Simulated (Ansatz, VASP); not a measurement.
This is a calculation of BiTe for Ansatz 0.2.0.

File input.yaml:

```yaml
crystal:
  lattice:
    - [0.0, 3.2984474805, 3.2984474805]
    - [3.2984474805, 0.0, 3.2984474805]
    - [3.2984474805, 3.2984474805, 0.0]
  atoms:
    - { symbol: Bi, position: [0.0, 0.0, 0.0] }
    - { symbol: Te, position: [0.5, 0.5, 0.5] }
kpoints:
  mp_grid: { grid: [7, 7, 7] }
scf:
  occupations: { method: fermi_dirac, width: 0.02 }
hamiltonian:
  xc: blyp
  pseudopotentials: { kind: all_electron, lapw: { basis_error: 0.001 } }
output:
  forces: true
  stress: true
  eigenvalues: true
```

Potentials or basis: all-electron LAPW, scalar-relativistic.

Run with:

```console
$ ansatz run input.yaml --threads 1 --pin off --max-ram 3072MiB --backend cpu --events-out ev --progress --plain --runs-dir out
```

Task: Set up the same calculation for VASP 6.6.1. Potentials there: VASP PAW PBE potentials, release 64 (Bi_d, Te).

Result: As run (the cutoff follows the program's own potentials):

INCAR

```
SYSTEM = BiTe
AGGAC = 1.0 ; AGGAX = 1.0
ALDAC = 0.0 ; ALDAX = 1.0
ALGO = Normal ; EDIFF = 1E-6
ENCUT = 520 ; GGA = B5
ISIF = 2 ; ISMEAR = -1
LASPH = .True. ; LCHARG = .True.
LELF = .True. ; LREAL = .False.
LVHAR = .True. ; LWAVE = .False.
NBANDS = 18 ; NELM = 100
PREC = Accurate ; SIGMA = 0.02
```

KPOINTS

```
k-points
0
Gamma
  7 7 7
  0 0 0
```

Contents of POSCAR:

```
BiTe
1.0
    0.0000000000      3.2984474805      3.2984474805
    3.2984474805      0.0000000000      3.2984474805
    3.2984474805      3.2984474805      0.0000000000
Bi Te
1 1
Direct
    0.0000000000      0.0000000000      0.0000000000
    0.5000000000      0.5000000000      0.5000000000
```

Potentials or basis: VASP PAW PBE potentials, release 64 (Bi_d, Te).

Launch:

```sh
$ cat potpaw_PBE.64/Bi_d/POTCAR potpaw_PBE.64/Te/POTCAR > POTCAR
$ mpirun -np 1 vasp_std > vasp.out
```

Both were run:

|  | VASP | Ansatz | Ansatz less VASP |
| --- | --- | --- | --- |
| gap on the k mesh at the Fermi level (eV) | none | none | - |
| pressure (GPa) | 1.7 | 1.6 | -0.09 |

VASP's potentials were made for PBE, not for BLYP. A gap of «none» marks a metal or a gap that the smearing closes. Ansatz ran all-electron here, and VASP with PAW potentials.

Spin-orbit coupling is off throughout.
